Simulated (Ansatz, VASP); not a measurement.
## Pt: VASP beside Ansatz

```
Pt
1.0
     0.00000    1.96090    1.96090
     1.96090    0.00000    1.96090
     1.96090    1.96090    0.00000
Pt
1
Direct
  0.00000 0.00000 0.00000
```

Alike in both runs: task single point; functional RPBE; k mesh 9 × 9 × 9; occupations fermi-dirac, width 0.02 eV; non-collinear spin, spin-orbit coupling.

|  | VASP | Ansatz |
| --- | --- | --- |
| version | VASP 6.6.1 | Ansatz 0.2.0 |
| potentials or method | VASP PAW PBE potentials, release 64 (Pt), cutoff 520 eV | all-electron LAPW, relativistic spinors |

Ansatz gave:

| Item | Value |
| --- | --- |
| pressure (GPa) | 14.0 |
| net moment per atom (μB) | 0.00 |

Which values does VASP return?

Pressure (GPa): 13.8; net moment per atom (μB): 0.00.

VASP's potentials were made for PBE, not for RPBE. Ansatz ran all-electron here, and VASP with PAW potentials.

Noted on Ansatz's run: the k mesh is thin for a metal, which can move the energy by tens of meV per atom.
